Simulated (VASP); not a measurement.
# LaNbF3 (Cmcm) in VASP: single point with PBE

Aim: the single point of LaNbF3 with PBE.

Program: VASP 6.6.1. These are calculated values, not measurements. Logs are shortened: lines on timing, memory, paths and dates and some standing lists are left out, and cuts for length are marked.

## 1. The cell of the first run

Symmetry: Cmcm, No. 63, orthorhombic system. The conventional cell has a = 3.989 Å, b = 11.093 Å, c = 6.791 Å, α = 90.00°, β = 90.00°, γ = 90.00°. La (site symmetry m2m) has 8 F at 2.61 to 2.68 Å and 2 Nb at 2.84 Å within 3.4 Å. Nb (site symmetry 2/m) has 6 F at 2.32 to 2.43 Å and 2 La at 2.84 Å within 3.1 Å. Within 3.1 Å of F (site symmetry m2m) lie 2 Nb at 2.32 Å and 2 La at 2.61 Å and 6 F at 2.72 to 3.02 Å. F (site symmetry m) has 2 Nb at 2.43 Å and 3 La at 2.64 to 2.68 Å and 5 F at 2.72 to 3.10 Å within 3.2 Å.

## 2. Single point, PBE

The input, INCAR:

```
PREC = Accurate
ENCUT = 520
EDIFF = 1E-7
ISMEAR = 0
SIGMA = 0.2
LREAL = False
LASPH = True
NELM = 100
ALGO = Normal
ISIF = 2
LWAVE = False
LCHARG = False
GGA = PE
NBANDS = 56
```

The input, KPOINTS:

```
regular mesh
0
Gamma
  5 5 2
```

The input, POSCAR:

```
LaNbF3
1.0
    1.9944073892     -5.5467301254      0.0000000000
    1.9944073892      5.5467301254      0.0000000000
    0.0000000000      0.0000000000      6.7914968170
La Nb F
2 2 6
Direct
    0.2057231284      0.7942768716      0.2500000000
    0.7942768716      0.2057231284      0.7500000000
    0.0000000000      0.0000000000      0.5000000000
    0.0000000000      0.0000000000      0.0000000000
    0.8575753019      0.1424246981      0.2500000000
    0.1424246981      0.8575753019      0.7500000000
    0.3761951816      0.6238048184      0.5216840148
    0.3761951816      0.6238048184      0.9783159852
    0.6238048184      0.3761951816      0.0216840148
    0.6238048184      0.3761951816      0.4783159852
```

Potentials or basis: VASP PAW PBE potentials, release 64 (La, Nb_sv, F).

Started as:

```sh
cat potpaw_PBE.64/La/POTCAR potpaw_PBE.64/Nb_sv/POTCAR potpaw_PBE.64/F/POTCAR > POTCAR
mpirun -np 1 vasp_std > vasp.out
```

OUTCAR:

```text
PREC = Accurate
   ENCUT = 520
   EDIFF = 1E-7
   ISMEAR = 0
   LREAL = False
   LASPH = True
   NELM = 100
   ISIF = 2
   GGA = PE

 ion  position               nearest neighbor table
   1  0.206  0.794  0.250-   5 2.61   5 2.61   8 2.64   7 2.64  10 2.68   9 2.68   9 2.68  10 2.68
                             4 2.84   3 2.84
   2  0.794  0.206  0.750-   6 2.61   6 2.61  10 2.64   9 2.64   7 2.68   7 2.68   8 2.68   8 2.68
                             4 2.84   3 2.84
   3  0.000  0.000  0.500-   5 2.32   6 2.32  10 2.43   7 2.43  10 2.43   7 2.43   1 2.84   2 2.84

   4  0.000  0.000  0.000-   5 2.32   6 2.32   9 2.43   8 2.43   9 2.43   8 2.43   1 2.84   2 2.84

   5  0.858  0.142  0.250-   3 2.32   4 2.32   1 2.61   1 2.61
   6  0.142  0.858  0.750-   3 2.32   4 2.32   2 2.61   2 2.61
   7  0.376  0.624  0.522-   3 2.43   3 2.43   1 2.64   2 2.68   2 2.68
   8  0.376  0.624  0.978-   4 2.43   4 2.43   1 2.64   2 2.68   2 2.68
   9  0.624  0.376  0.022-   4 2.43   4 2.43   2 2.64   1 2.68   1 2.68
  10  0.624  0.376  0.478-   3 2.43   3 2.43   2 2.64   1 2.68   1 2.68

  LATTYP: Found a base centered orthorhombic cell.
 ALAT       =     3.9888147784
 B/A-ratio  =     2.7811419851
 C/A-ratio  =     1.7026352925

  Lattice vectors:

 A1 = (   1.9944073892,  -5.5467301254,   0.0000000000)
 A2 = (   1.9944073892,   5.5467301254,   0.0000000000)
 A3 = (   0.0000000000,   0.0000000000,   6.7914968170)

Analysis of symmetry for initial positions (statically):
=====================================================================
 Subroutine PRICEL returns:
 Original cell was already a primitive cell.

 Routine SETGRP: Setting up the symmetry group for a
 base centered orthorhombic supercell.

 Subroutine GETGRP returns: Found  8 space group operations
 (whereof  4 operations were pure point group operations)
 out of a pool of  8 trial point group operations.

The static configuration has the point symmetry C_2h.
 The point group associated with its full space group is D_2h.

Analysis of symmetry for dynamics (positions and initial velocities):
=====================================================================
 Subroutine PRICEL returns:
 Original cell was already a primitive cell.

 Routine SETGRP: Setting up the symmetry group for a
 base centered orthorhombic supercell.

 Subroutine GETGRP returns: Found  8 space group operations
 (whereof  4 operations were pure point group operations)
 out of a pool of  8 trial point group operations.

The dynamic configuration has the point symmetry C_2h.
 The point group associated with its full space group is D_2h.

 Subroutine INISYM returns: Found  8 space group operations
 (whereof  4 operations are pure point group operations),
 and found     1 'primitive' translations

----------------------------------------------------------------------------------------

                                     Primitive cell

  volume of cell :     150.2610

  direct lattice vectors                    reciprocal lattice vectors
     1.994407389 -5.546730125  0.000000000     0.250701037 -0.090143199  0.000000000
     1.994407389  5.546730125  0.000000000     0.250701037  0.090143199  0.000000000
     0.000000000  0.000000000  6.791496817     0.000000000  0.000000000  0.147242946

  length of vectors
     5.894393601  5.894393601  6.791496817     0.266414726  0.266414726  0.147242946

  position of ions in fractional coordinates (direct lattice)
     0.205723128  0.794276872  0.250000000
     0.794276872  0.205723128  0.750000000
     0.000000000  0.000000000  0.500000000
     0.000000000  0.000000000  0.000000000
     0.857575302  0.142424698  0.250000000
     0.142424698  0.857575302  0.750000000
     0.376195182  0.623804818  0.521684015
     0.376195182  0.623804818  0.978315985
     0.623804818  0.376195182  0.021684015
     0.623804818  0.376195182  0.478315985

  ion indices of the primitive-cell ions
   primitive index   ion index
                 1           1
                 2           2
                 3           3
                 4           4
                 5           5
                 6           6
                 7           7
                 8           8
                 9           9
                10          10

----------------------------------------------------------------------------------------

 KPOINTS: regular mesh

Automatic generation of k-mesh.
 Grid dimensions read from file:
 generate k-points for:    5    5    2

 Generating k-lattice:

  Cartesian coordinates                     Fractional coordinates (reciprocal lattice)
     0.050140207 -0.018028640  0.000000000     0.200000000  0.000000000  0.000000000
     0.050140207  0.018028640  0.000000000     0.000000000  0.200000000  0.000000000
     0.000000000  0.000000000  0.073621473     0.000000000  0.000000000  0.500000000

  Length of vectors
     0.053282945  0.053282945  0.073621473

  Shift w.r.t. Gamma in fractional coordinates (k-lattice)
     0.000000000  0.000000000  0.000000000

 Subroutine IBZKPT returns following result:
 ===========================================

 Found     18 irreducible k-points:

 Following reciprocal coordinates:
            Coordinates               Weight
  0.000000  0.000000  0.000000      1.000000
  0.200000 -0.000000  0.000000      4.000000
  0.400000  0.000000  0.000000      4.000000
  0.200000  0.200000  0.000000      2.000000
  0.400000  0.200000  0.000000      4.000000
 -0.400000  0.200000  0.000000      4.000000
[... 10 lines left out ...]
  0.400000  0.400000  0.500000      2.000000
 -0.400000  0.400000  0.500000      2.000000
   k-points           NKPTS =     18   k-points in BZ     NKDIM =     18   number of bands    NBANDS=     56
   number of dos      NEDOS =    301   number of ions     NIONS =     10
   total plane-waves  NPLWV = 124416
   dimension x,y,z NGX =    48 NGY =   48 NGZ =   54
   dimension x,y,z NGXF=    96 NGYF=   96 NGZF=  108
   ions per type =               2   2   6
   NGX,Y,Z   is equivalent  to a cutoff of  13.54, 13.54, 13.22 a.u.
   NGXF,Y,Z  is equivalent  to a cutoff of  27.08, 27.08, 26.44 a.u.
 SYSTEM =  unknown system
   PREC   = accura    normal or accurate (medium, high low for compatibility)
   ISTART =      0    job   : 0-new  1-cont  2-samecut
   ICHARG =      2    charge: 1-file 2-atom 10-const
   ISPIN  =      1    spin polarized calculation?
   LNONCOLLINEAR =      F non collinear calculations
   LSORBIT =      F    spin-orbit coupling
   LASPH  =      T    aspherical Exc in radial PAW
   ENCUT  =  520.0 eV  38.22 Ry    6.18 a.u.  10.96 10.96 12.63*2*pi/ulx,y,z
   NELM   =    100;   NELMIN=  2; NELMDL= -5     # of ELM steps
   EDIFF  = 0.1E-06   stopping-criterion for ELM
   LREAL  =      F    real-space projection
   EDIFFG = 0.1E-05   stopping-criterion for IOM
   NSW    =      0    number of steps for IOM
   IBRION =     -1    ionic relax: 0-MD 1-quasi-New 2-CG
   NFREE  =      0    steps in history (QN), initial steepest desc. (CG)
   ISIF   =      2    stress and relaxation
   ISYM   =      2    0-nonsym 1-usesym 2-fastsym
   POTIM  = 0.5000    time-step for ionic-motion
   TEBEG  =    0.0;   TEEND  =   0.0 temperature during run
   PSTRESS=    0.0 pullay stress
   NELECT =      90.0000    total number of electrons
   NUPDOWN=      -1.0000    fix difference up-down
   EMIN   =  10.00;   EMAX   =-10.00  energy-range for DOS
   EFERMI =   0.00;   METHOD = LEGACY
   ISMEAR =     0;   SIGMA  =   0.20  broadening in eV -4-tet -1-fermi 0-gaus
   EFERMI_NEDOS =   21; number of points for ismear=-14 and -15
   IALGO  =     38    algorithm
   IMIX   =      4    mixing-type and parameters
     AMIX     =   0.40;   BMIX     =  1.00
     AMIX_MAG =   1.60;   BMIX_MAG =  1.00
  volume/ion in A,a.u.               =      15.03       101.40
  Fermi-wavevector in a.u.,A,eV,Ry     =   1.379982  2.607789 25.910272  1.904351
  Thomas-Fermi vector in A             =   2.504902
   LORBIT       =      0    0 simple, 1 ext, 2 COOP (PROOUT), +10 PAW based schemes
   GGA     = PE    functional components
   LHFCALC =     F    Hartree Fock is set to
   AEXX    =    0.0000 exact exchange contribution
   IVDW    =     0    specifies the selected vdW correction
   LEPSILON=     F    determine dielectric tensor
   LRPA    =     F    only Hartree local field effects (RPA)
 non-spin polarized calculation
 Gauss-broadening in eV      SIGMA  =   0.20
  energy-cutoff  :      520.00
  volume of cell :      150.26
 maximum number of plane-waves:      4072
 NGX is ok and might be reduce to    48
   NGX = 21   NGY = 21   NGZ = 25

 number of electron      90.0000001 magnetization

 Free energy of the ion-electron system (eV)
  ---------------------------------------------------
  ext. energy  EPLUGINS =         0.00000000
  ---------------------------------------------------
  free energy    TOTEN  =       -63.18297230 eV

  energy without entropy =      -63.13348327  energy(sigma->0) =      -63.15822779

 E-fermi :   9.2369     XC(G=0): -10.7219

 val. band max:        9.1571737660   @ k =   0.0000   0.0000   0.5000
 cond. band min:       9.2751908409   @ k =   0.0000   0.0000   0.0000
 fundamental gap:      0.1180170749
 Fermi energy:         9.2368526877

 k-point     1 :       0.0000    0.0000    0.0000
  band No.  band energies     occupation
      1     -46.4240      2.00000
      2     -46.4099      2.00000
      3     -24.1923      2.00000
      4     -24.1898      2.00000
      5     -22.9914      2.00000
      6     -22.8471      2.00000
[... 48 lines left out ...]
     55      10.8640      0.00000
     56      10.9523      0.00000

 k-point     2 :       0.2000   -0.0000    0.0000
  band No.  band energies     occupation
      1     -46.4233      2.00000
      2     -46.4093      2.00000
      3     -24.2005      2.00000
      4     -24.1385      2.00000
      5     -22.9801      2.00000
      6     -22.8389      2.00000
[... 937 lines left out ...]
  band No.  band energies     occupation
      1     -46.4170      2.00000
      2     -46.4170      2.00000
      3     -24.2040      2.00000
      4     -24.2040      2.00000
      5     -22.8954      2.00000
      6     -22.8954      2.00000
[... 48 lines left out ...]
     55      10.9326      0.00000
     56      10.9364      0.00000

------------------------ aborting loop because EDIFF is reached ----------------------------------------

  FORCE on cell =-STRESS in cart. coord.  units (eV):
  Direction    XX          YY          ZZ          XY          YZ          ZX
  --------------------------------------------------------------------------------------
  -------------------------------------------------------------------------------------
  Total       -0.1998424     -0.1670695     -0.2038198      0.0000000      0.0000000      0.0000000
  in kB       -2.1308444     -1.7813992     -2.1732540      0.0000000      0.0000000      0.0000000
  external PRESSURE =      -2.0284992 kB  Pullay stress =       0.0000000 kB

 VOLUME and BASIS-vectors are now :
 -----------------------------------------------------------------------------
  energy-cutoff  :      520.00
  volume of cell :      150.26
      direct lattice vectors                 reciprocal lattice vectors
     1.994407389 -5.546730125  0.000000000     0.250701037 -0.090143199  0.000000000
     1.994407389  5.546730125  0.000000000     0.250701037  0.090143199  0.000000000
     0.000000000  0.000000000  6.791496817     0.000000000  0.000000000  0.147242946

 POSITION                                       TOTAL-FORCE (eV/Angst)
 -----------------------------------------------------------------------------------
      1.99441      3.26455      1.69787         0.000000     -0.016685      0.000000
      1.99441     -3.26455      5.09362         0.000000      0.016685      0.000000
      0.00000      0.00000      3.39575         0.000000      0.000000      0.000000
      0.00000      0.00000      0.00000         0.000000      0.000000      0.000000
      1.99441     -3.96675      1.69787         0.000000      0.046050      0.000000
      1.99441      3.96675      5.09362         0.000000     -0.046050      0.000000
      1.99441      1.37342      3.54302         0.000000     -0.008721     -0.003623
      1.99441      1.37342      6.64423         0.000000     -0.008721      0.003623
      1.99441     -1.37342      0.14727         0.000000      0.008721     -0.003623
      1.99441     -1.37342      3.24848         0.000000      0.008721      0.003623
 -----------------------------------------------------------------------------------
    total drift:                                0.000000     -0.000000     -0.000000

  FREE ENERGIE OF THE ION-ELECTRON SYSTEM (eV)
  ---------------------------------------------------
  free  energy   TOTEN  =       -63.1829723020 eV

  energy  without entropy=      -63.1334832723  energy(sigma->0) =      -63.15822779
```

Run time: 6.3 min. Hardware: 1 thread of Intel Xeon Platinum 8488C (Sapphire Rapids), shared host; peak memory 0.43 GiB.

What came out:

```yaml
Free_energy: -63.1830 eV
Pressure: -0.2 GPa
Largest_force: 0.046 eV/Å
Band_gap_on_the_k_mesh: zero (band 45 reaches 9.81 eV, above the bottom of band 46 at 8.85 eV)
```

Forces in eV/Å, atoms in the order of the input:
```
La   0.000 -0.017  0.000
La   0.000  0.017  0.000
Nb   0.000  0.000  0.000
Nb   0.000  0.000  0.000
F    0.000  0.046  0.000
F    0.000 -0.046  0.000
F    0.000 -0.009 -0.004
F    0.000 -0.009  0.004
F    0.000  0.009 -0.004
F    0.000  0.009  0.004
```

Levels at points of the mesh, in eV from the Fermi level:
```csv
k point,band 41,band 42,band 43,band 44,band 45,band 46,band 47,band 48,band 49,band 50
"(0.00, 0.00, 0.00)",-2.37,-1.22,-1.10,-0.61,0.04,0.65,0.99,1.10,1.22,1.25
"(0.00, 0.00, 0.50)",-1.22,-1.22,-1.07,-1.07,-0.08,-0.08,0.87,0.87,1.27,1.27
```

Caveat: the k points lie up to 0.46 Å⁻¹ apart; spin-orbit coupling is left out, which moves the levels of the heavy elements.
